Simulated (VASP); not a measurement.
# Mg (Fm-3m) in VASP: settings compared

Mg is run at these levels: PBEsol, LDA, BLYP; tasks: single point.

Everything below comes from runs of VASP 6.6.1. Logs are shortened: lines on timing, memory, paths and dates and some standing lists are left out, and cuts for length are marked.

## Step 1: The cell of the first run

The structure is cubic, space group Fm-3m (No. 225). Conventional cell: a = 4.489 Å, b = 4.489 Å, c = 4.489 Å, α = 90.00°, β = 90.00°, γ = 90.00°. Mg (site symmetry m-3m) has 12 Mg at 3.17 Å within 4.2 Å.

This isn't the form of Mg at room conditions, which is hcp.

## Step 2: Single point, PBEsol

The input, INCAR:

```
PREC = Accurate
ENCUT = 600
EDIFF = 1E-6
ISMEAR = 1
SIGMA = 0.1
LREAL = False
LASPH = True
NELM = 120
ALGO = Normal
ISIF = 2
LWAVE = False
LCHARG = True
GGA = PS
LELF = True
LVHAR = True
NBANDS = 7
GGA_COMPAT = False
```

The input, KPOINTS:

```
Automatic mesh
0
Gamma
  11 11 11
```

The input, POSCAR:

```
Mg
1.0
    0.0000000000      2.2442560000      2.2442560000
    2.2442560000      0.0000000000      2.2442560000
    2.2442560000      2.2442560000      0.0000000000
Mg
1
Direct
    0.0000000000      0.0000000000      0.0000000000
```

Potentials or basis: VASP PAW PBE potentials, release 64 (Mg).

Started as:

```
> cat potpaw_PBE.64/Mg/POTCAR > POTCAR
> mpirun -np 1 vasp_std > vasp.out
```

OUTCAR:

```text
PREC = Accurate
   ENCUT = 600
   EDIFF = 1E-6
   ISMEAR = 1
   LREAL = False
   LASPH = True
   NELM = 120
   ISIF = 2
   GGA = PS

 ion  position               nearest neighbor table
   1  0.000  0.000  0.000-

  LATTYP: Found a face centered cubic cell.
 ALAT       =     4.4885120000

  Lattice vectors:

 A1 = (   0.0000000000,   2.2442560000,   2.2442560000)
 A2 = (   2.2442560000,   0.0000000000,   2.2442560000)
 A3 = (   2.2442560000,   2.2442560000,   0.0000000000)

Analysis of symmetry for initial positions (statically):
=====================================================================
 Subroutine PRICEL returns:
 Original cell was already a primitive cell.

 Routine SETGRP: Setting up the symmetry group for a
 face centered cubic supercell.

 Subroutine GETGRP returns: Found 48 space group operations
 (whereof 48 operations were pure point group operations)
 out of a pool of 48 trial point group operations.

The static configuration has the point symmetry O_h .

Analysis of symmetry for dynamics (positions and initial velocities):
=====================================================================
 Subroutine PRICEL returns:
 Original cell was already a primitive cell.

 Routine SETGRP: Setting up the symmetry group for a
 face centered cubic supercell.

 Subroutine GETGRP returns: Found 48 space group operations
 (whereof 48 operations were pure point group operations)
 out of a pool of 48 trial point group operations.

The dynamic configuration has the point symmetry O_h .

 Subroutine INISYM returns: Found 48 space group operations
 (whereof 48 operations are pure point group operations),
 and found     1 'primitive' translations

----------------------------------------------------------------------------------------

                                     Primitive cell

  volume of cell :      22.6072

  direct lattice vectors                    reciprocal lattice vectors
     0.000000000  2.244256000  2.244256000    -0.222790983  0.222790983  0.222790983
     2.244256000  0.000000000  2.244256000     0.222790983 -0.222790983  0.222790983
     2.244256000  2.244256000  0.000000000     0.222790983  0.222790983 -0.222790983

  length of vectors
     3.173857273  3.173857273  3.173857273     0.385885302  0.385885302  0.385885302

  position of ions in fractional coordinates (direct lattice)
     0.000000000  0.000000000  0.000000000

  ion indices of the primitive-cell ions
   primitive index   ion index
                 1           1

----------------------------------------------------------------------------------------

 KPOINTS: Automatic mesh

Automatic generation of k-mesh.
 Grid dimensions read from file:
 generate k-points for:   11   11   11

 Generating k-lattice:

  Cartesian coordinates                     Fractional coordinates (reciprocal lattice)
    -0.020253726  0.020253726  0.020253726     0.090909091  0.000000000  0.000000000
     0.020253726 -0.020253726  0.020253726     0.000000000  0.090909091  0.000000000
     0.020253726  0.020253726 -0.020253726     0.000000000  0.000000000  0.090909091

  Length of vectors
     0.035080482  0.035080482  0.035080482

  Shift w.r.t. Gamma in fractional coordinates (k-lattice)
     0.000000000  0.000000000  0.000000000

 Subroutine IBZKPT returns following result:
 ===========================================

 Found     56 irreducible k-points:

 Following reciprocal coordinates:
            Coordinates               Weight
  0.000000  0.000000  0.000000      1.000000
  0.090909  0.000000  0.000000      8.000000
  0.181818  0.000000  0.000000      8.000000
  0.272727  0.000000  0.000000      8.000000
  0.363636  0.000000  0.000000      8.000000
  0.454545  0.000000  0.000000      8.000000
[... 16 lines left out ...]
 -0.272727  0.181818  0.000000     24.000000
 -0.181818  0.181818  0.000000     12.000000
 [... further k-points ...]
   k-points           NKPTS =     56   k-points in BZ     NKDIM =     56   number of bands    NBANDS=      7
   number of dos      NEDOS =    301   number of ions     NIONS =      1
   total plane-waves  NPLWV =  21952
   dimension x,y,z NGX =    28 NGY =   28 NGZ =   28
   dimension x,y,z NGXF=    56 NGYF=   56 NGZF=   56
   ions per type =               1
   NGX,Y,Z   is equivalent  to a cutoff of  14.67, 14.67, 14.67 a.u.
   NGXF,Y,Z  is equivalent  to a cutoff of  29.33, 29.33, 29.33 a.u.
 SYSTEM =  unknown system
   PREC   = accura    normal or accurate (medium, high low for compatibility)
   ISTART =      0    job   : 0-new  1-cont  2-samecut
   ICHARG =      2    charge: 1-file 2-atom 10-const
   ISPIN  =      1    spin polarized calculation?
   LNONCOLLINEAR =      F non collinear calculations
   LSORBIT =      F    spin-orbit coupling
   LASPH  =      T    aspherical Exc in radial PAW
   ENCUT  =  600.0 eV  44.10 Ry    6.64 a.u.   6.34  6.34  6.34*2*pi/ulx,y,z
   NELM   =    120;   NELMIN=  2; NELMDL= -5     # of ELM steps
   EDIFF  = 0.1E-05   stopping-criterion for ELM
   LREAL  =      F    real-space projection
   EDIFFG = 0.1E-04   stopping-criterion for IOM
   NSW    =      0    number of steps for IOM
   IBRION =     -1    ionic relax: 0-MD 1-quasi-New 2-CG
   NFREE  =      0    steps in history (QN), initial steepest desc. (CG)
   ISIF   =      2    stress and relaxation
   ISYM   =      2    0-nonsym 1-usesym 2-fastsym
   POTIM  = 0.5000    time-step for ionic-motion
   TEBEG  =    0.0;   TEEND  =   0.0 temperature during run
   PSTRESS=    0.0 pullay stress
   NELECT =       2.0000    total number of electrons
   NUPDOWN=      -1.0000    fix difference up-down
   EMIN   =  10.00;   EMAX   =-10.00  energy-range for DOS
   EFERMI =   0.00;   METHOD = LEGACY
   ISMEAR =     1;   SIGMA  =   0.10  broadening in eV -4-tet -1-fermi 0-gaus
   EFERMI_NEDOS =   21; number of points for ismear=-14 and -15
   IALGO  =     38    algorithm
   IMIX   =      4    mixing-type and parameters
     AMIX     =   0.40;   BMIX     =  1.00
     AMIX_MAG =   1.60;   BMIX_MAG =  1.00
  volume/ion in A,a.u.               =      22.61       152.56
  Fermi-wavevector in a.u.,A,eV,Ry     =   0.729462  1.378483  7.239854  0.532114
  Thomas-Fermi vector in A             =   1.821189
   LORBIT       =      0    0 simple, 1 ext, 2 COOP (PROOUT), +10 PAW based schemes
   GGA     = PS    functional components
   LHFCALC =     F    Hartree Fock is set to
   AEXX    =    0.0000 exact exchange contribution
   IVDW    =     0    specifies the selected vdW correction
   LEPSILON=     F    determine dielectric tensor
   LRPA    =     F    only Hartree local field effects (RPA)
 non-spin polarized calculation
 Methfessel and Paxton  Order N= 1 SIGMA  =   0.10
  energy-cutoff  :      600.00
  volume of cell :       22.61
 maximum number of plane-waves:       766
 NGX is ok and might be reduce to    28
   NGX = 13   NGY = 13   NGZ = 13

 number of electron       2.0000000 magnetization

 Free energy of the ion-electron system (eV)
  ---------------------------------------------------
  ext. energy  EPLUGINS =         0.00000000
  ---------------------------------------------------
  free energy    TOTEN  =        -1.70547169 eV

  energy without entropy =       -1.70380518  energy(sigma->0) =       -1.70491619

 E-fermi :   2.6416     XC(G=0):  -8.5823

 val. band max:        2.6301100912   @ k =  -0.3636   0.2727   0.0909
 cond. band min:       2.6500318566   @ k =  -0.4545   0.1818   0.0909
 fundamental gap:      0.0199217654
 Fermi energy:         2.6415916352

 k-point     1 :       0.0000    0.0000    0.0000
  band No.  band energies     occupation
      1      -4.3243      2.00000
      2      15.1003      0.00000
      3      15.1003      0.00000
      4      15.1003      0.00000
      5      17.1172      0.00000
      6      17.1172      0.00000
      7      17.1172      0.00000

 k-point     2 :       0.0909    0.0000    0.0000
  band No.  band energies     occupation
      1      -4.1387      2.00000
      2      12.7774      0.00000
      3      14.7321      0.00000
      4      14.7321      0.00000
      5      17.0252      0.00000
      6      17.7975      0.00000
      7      17.7975      0.00000

 k-point     3 :       0.1818    0.0000    0.0000
  band No.  band energies     occupation
      1      -3.5842      2.00000
      2       9.7808      0.00000
      3      14.2100      0.00000
      4      14.2100      0.00000
      5      16.5826      0.00000
      6      18.3568      0.00000
      7      18.3568      0.00000

 k-point     4 :       0.2727    0.0000    0.0000
  band No.  band energies     occupation
      1      -2.6671      2.00000
      2       6.9701      0.00000
      3      13.8877      0.00000
      4      13.8877      0.00000
      5      16.2542      0.00000
      6      16.9044      0.00000
      7      16.9044      0.00000

 k-point     5 :       0.3636    0.0000    0.0000
  band No.  band energies     occupation
      1      -1.3986      2.00000
      2       4.4262     -0.00000
      3      13.8190      0.00000
      4      13.8190      0.00000
      5      15.7583      0.00000
      6      15.7583      0.00000
      7      16.1671      0.00000
[... 161 lines left out ...]
 k-point    22 :      -0.3636    0.1818    0.0000
  band No.  band energies     occupation
      1       0.2616      2.00000
      2       3.4918     -0.00000
      3       8.6966      0.00000
      4      12.4783      0.00000
      5      13.8696      0.00000
      6      17.7444      0.00000
      7      19.7214      0.00000

 k-point    23 :      -0.2727    0.1818    0.0000
  band No.  band energies     occupation
      1      -1.2188      2.00000
      2       5.7587      0.00000
      3       8.6159      0.00000
      4      13.4775      0.00000
      5      14.9336      0.00000
      6      17.4712      0.00000
      7      19.3856      0.00000

 k-point    24 :      -0.1818    0.1818    0.0000
  band No.  band energies     occupation
      1      -2.3635      2.00000
      2       7.9061      0.00000
      3       9.2796      0.00000
      4      14.7934      0.00000
      5      16.2656      0.00000
      6      17.0194      0.00000
      7      18.5713      0.00000

 [... further k-points ...]

------------------------ aborting loop because EDIFF is reached ----------------------------------------

  FORCE on cell =-STRESS in cart. coord.  units (eV):
  Direction    XX          YY          ZZ          XY          YZ          ZX
  --------------------------------------------------------------------------------------
  -------------------------------------------------------------------------------------
  Total        0.0304640      0.0304640      0.0304640      0.0000000      0.0000000      0.0000000
  in kB        2.1589854      2.1589854      2.1589854      0.0000000      0.0000000      0.0000000
  external PRESSURE =       2.1589854 kB  Pullay stress =       0.0000000 kB

 VOLUME and BASIS-vectors are now :
 -----------------------------------------------------------------------------
  energy-cutoff  :      600.00
  volume of cell :       22.61
      direct lattice vectors                 reciprocal lattice vectors
     0.000000000  2.244256000  2.244256000    -0.222790983  0.222790983  0.222790983
     2.244256000  0.000000000  2.244256000     0.222790983 -0.222790983  0.222790983
     2.244256000  2.244256000  0.000000000     0.222790983  0.222790983 -0.222790983

 POSITION                                       TOTAL-FORCE (eV/Angst)
 -----------------------------------------------------------------------------------
      0.00000      0.00000      0.00000         0.000000      0.000000      0.000000
 -----------------------------------------------------------------------------------
    total drift:                               -0.000000     -0.000000     -0.000000

  FREE ENERGIE OF THE ION-ELECTRON SYSTEM (eV)
  ---------------------------------------------------
  free  energy   TOTEN  =        -1.7054716901 eV

  energy  without entropy=       -1.7038051765  energy(sigma->0) =       -1.70491619
```

Run time: 6.3 s. Hardware: 1 thread of AMD EPYC 9R45 (Zen 5), shared host; peak memory 0.13 GiB.

What came out:

* Free energy: -1.7055 eV
* Pressure: 0.2 GPa
* Band gap on the k mesh: zero (bands 1 and 2 overlap by 1.90 eV)

Caveat: the PAW data sets were made with another functional, which shifts forces and pressure a little.

## Step 3: Single point, LDA

The input, INCAR:

```
SYSTEM = Mg
ALGO = Normal
EDIFF = 1E-6
ENCUT = 600
GGA_COMPAT = .False.
ISIF = 2
ISMEAR = 1
LASPH = .True.
LCHARG = .False.
LREAL = .False.
LWAVE = .False.
NBANDS = 7
NELM = 120
PREC = Accurate
SIGMA = 0.1
```

The input, KPOINTS:

```
k-points
0
Gamma
  11 11 11
  0 0 0
```

POSCAR is that of step 2.

Potentials or basis: VASP PAW LDA potentials, release 64 (Mg).

Started as:

```
> cat potpaw_LDA.64/Mg/POTCAR > POTCAR
> mpirun -np 1 vasp_std > vasp.out
```

OUTCAR:

```text
SYSTEM = Mg
   EDIFF = 1E-6
   ENCUT = 600
   ISIF = 2
   ISMEAR = 1
   LASPH = .True.
   LREAL = .False.
   NELM = 120
   PREC = Accurate

 ion  position               nearest neighbor table
   1  0.000  0.000  0.000-

  LATTYP: Found a face centered cubic cell.
 ALAT       =     4.4885120000

  Lattice vectors:

 A1 = (   0.0000000000,   2.2442560000,   2.2442560000)
 A2 = (   2.2442560000,   0.0000000000,   2.2442560000)
 A3 = (   2.2442560000,   2.2442560000,   0.0000000000)
[... 418 lines left out ...]
      6      16.8485      0.00000
      7      18.2532      0.00000

 [... further k-points ...]

------------------------ aborting loop because EDIFF is reached ----------------------------------------

  FORCE on cell =-STRESS in cart. coord.  units (eV):
  Direction    XX          YY          ZZ          XY          YZ          ZX
  --------------------------------------------------------------------------------------
  -------------------------------------------------------------------------------------
  Total       -0.2125569     -0.2125569     -0.2125569     -0.0000000      0.0000000      0.0000000
  in kB      -15.0639407    -15.0639407    -15.0639407     -0.0000000      0.0000000      0.0000000
  external PRESSURE =     -15.0639407 kB  Pullay stress =       0.0000000 kB

 VOLUME and BASIS-vectors are now :
 -----------------------------------------------------------------------------
  energy-cutoff  :      600.00
  volume of cell :       22.61
      direct lattice vectors                 reciprocal lattice vectors
     0.000000000  2.244256000  2.244256000    -0.222790983  0.222790983  0.222790983
     2.244256000  0.000000000  2.244256000     0.222790983 -0.222790983  0.222790983
     2.244256000  2.244256000  0.000000000     0.222790983  0.222790983 -0.222790983

 POSITION                                       TOTAL-FORCE (eV/Angst)
 -----------------------------------------------------------------------------------
      0.00000      0.00000      0.00000         0.000000     -0.000000     -0.000000
 -----------------------------------------------------------------------------------
    total drift:                               -0.000000     -0.000000     -0.000000

  FREE ENERGIE OF THE ION-ELECTRON SYSTEM (eV)
  ---------------------------------------------------
  free  energy   TOTEN  =        -1.7870753492 eV

  energy  without entropy=       -1.7857256501  energy(sigma->0) =       -1.78662545
```

stdout:

```text
POSCAR found type information on POSCAR Mg
 POSCAR found :  1 types and       1 ions
 scaLAPACK will be used
 LDA part: xc-table for (Slater(with rela. corr.)+CA(PZ))
 , standard interpolation
 POSCAR, INCAR and KPOINTS ok, starting setup
 FFT: planning ... GRIDC
 FFT: planning ... GRID_SOFT
 FFT: planning ... GRID
 WAVECAR not read
 entering main loop
```

Wall time 5.3 s (1 thread of AMD EPYC 9R45 (Zen 5), shared host); peak memory 0.11 GiB.

Results:

* Free energy: -1.7871 eV
* Pressure: -1.5 GPa
* Band gap on the k mesh: zero (bands 1 and 2 overlap by 1.94 eV)

## Step 4: Single point, BLYP

The input, INCAR:

```
SYSTEM = Mg
AGGAC    = 1.0          
AGGAX    = 1.0          
ALDAC    = 0.0          
ALDAX    = 1.0          
ALGO     = Normal         ! electronic algorithm
EDIFF    = 1E-6           ! SCF threshold, eV
ENCUT    = 600            ! plane-wave cutoff, eV
GGA      = B5             ! functional
GGA_COMPAT= .False.      
ISIF     = 2              ! what is computed and relaxed
ISMEAR   = 1              ! smearing method
LASPH    = .True.         ! aspherical terms in the spheres
LCHARG   = .False.        ! write CHGCAR
LREAL    = .False.        ! projectors in reciprocal space
LWAVE    = .False.        ! write WAVECAR
NBANDS   = 7              ! bands
NELM     = 120            ! most SCF steps
PREC     = Accurate       ! precision mode
SIGMA    = 0.1            ! smearing width, eV
```

KPOINTS is that of step 3.

POSCAR is that of step 3.

Potentials or basis: VASP PAW PBE potentials, release 64 (Mg).

Started as:

```
> cat potpaw_PBE.64/Mg/POTCAR > POTCAR
> mpirun -np 1 vasp_std > vasp.out
```

Wall time 11 s (1 thread of AMD EPYC 9R45 (Zen 5), shared host); peak memory 0.13 GiB.

It converged, with:

* Free energy: -0.7268 eV
* Pressure: 1.7 GPa
* Band gap on the k mesh: zero (bands 1 and 2 overlap by 1.97 eV)

Levels at points of the mesh, in eV from the Fermi level:
```csv
k point,band 1,band 2,band 3,band 4,band 5
"(0.00, 0.00, 0.00)",-6.94,12.43,12.43,12.43,14.35
```

Caveat: the PAW data sets were made with another functional, which shifts forces and pressure a little.

## Step 5: Overview

```tsv
level	potentials or basis	gap on the mesh (eV)	pressure (GPa)
PBEsol	VASP PAW PBE potentials, release 64 (Mg)	none	0.2
LDA	VASP PAW LDA potentials, release 64 (Mg)	none	-1.5
BLYP	VASP PAW PBE potentials, release 64 (Mg)	none	1.7
```

Alike in all rows: task single point; no spin polarisation; cell as given; k mesh 11 × 11 × 11; cutoff (eV) 600; smearing methfessel-paxton 0.1 eV.

Caveats: the PAW data sets were made with another functional, which shifts forces and pressure a little (at least some runs).

Total energies depend on the potentials used, so only differences within one code and one set of settings carry meaning.
